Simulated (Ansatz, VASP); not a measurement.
One calculation of SiC, two programs

```xyz
2
Lattice="0.0000 2.1740 2.1740 2.1740 0.0000 2.1740 2.1740 2.1740 0.0000" Properties=species:S:1:pos:R:3 pbc="T T T"
Si   -0.1591   -0.1591    0.0000
C     3.2610    3.2610    3.2610
```

Alike in both runs: task single point; functional PBE; k mesh 12 × 12 × 12; occupations gaussian, width 0.05 eV; no spin polarisation.

|  | VASP | Ansatz |
| --- | --- | --- |
| version | VASP 6.6.1 | Ansatz 0.2.0 |
| potentials or method | VASP PAW PBE potentials, release 64 (Si, C), cutoff 520 eV | scalar-relativistic, plane waves, PAW |
| valence electrons in the cell | 8 | 8 |

```tsv
	VASP	Ansatz	Ansatz less VASP
gap on the k mesh at the Fermi level (eV)	0.32	0.32	+0.005
least direct gap on the mesh (eV)	4.06	4.06	+0.003
pressure (GPa)	11.1	11.2	+0.09
traceless stress, the component that is largest in VASP (GPa)	12.17	12.18	+0.011
rms of the force components (eV/Å)	2.836	2.837	+0.0007
```

Atom by atom the forces differ by 0.002 eV/Å (rms over components). The functional is the same, so the differences come from potentials, cutoffs and numerics.
